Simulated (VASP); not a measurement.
A run of VASP 6.6.1 is set up as follows.

Contents of INCAR:

```
PREC = Accurate ; ENCUT = 500
EDIFF = 1E-6 ; ISMEAR = 0
SIGMA = 0.15 ; LREAL = F
LASPH = T ; NELM = 120
ALGO = Normal ; ISIF = 2
LWAVE = F ; LCHARG = F
GGA = PS ; NBANDS = 22
GGA_COMPAT = F
```

File KPOINTS:

```
Automatic mesh
0
Gamma
  12 12 6
```

POSCAR

```
Bi
1.0
    4.1589058992      0.0000000000      0.0000000000
   -2.0794529496      3.6017181606      0.0000000000
    0.0000000000      0.0000000000     14.0899764316
Bi
2
Direct
    0.3333333333      0.6666666667      0.2500000000
    0.6666666667      0.3333333333      0.7500000000
```

Potentials or basis: VASP PAW PBE potentials, release 64 (Bi_d).

Command:

```console
$ cat potpaw_PBE.64/Bi_d/POTCAR > POTCAR
$ mpirun -np 1 vasp_std > vasp.out
```

**Question.** Estimate the pressure.

**Answer.** -3.8 GPa.

**Question.** What does it give for the band gap on the k mesh?

**Answer.** Zero (band 15 reaches 1.11 eV, above the bottom of band 16 at -2.22 eV).

Stress tensor (GPa, compression positive):
```
-5.64  0.00  0.00
 0.00 -5.64  0.00
 0.00  0.00 -0.06
```

Caveat: the PAW data sets were made with another functional, which shifts forces and pressure a little; spin-orbit coupling is left out, which moves the levels of the heavy elements.
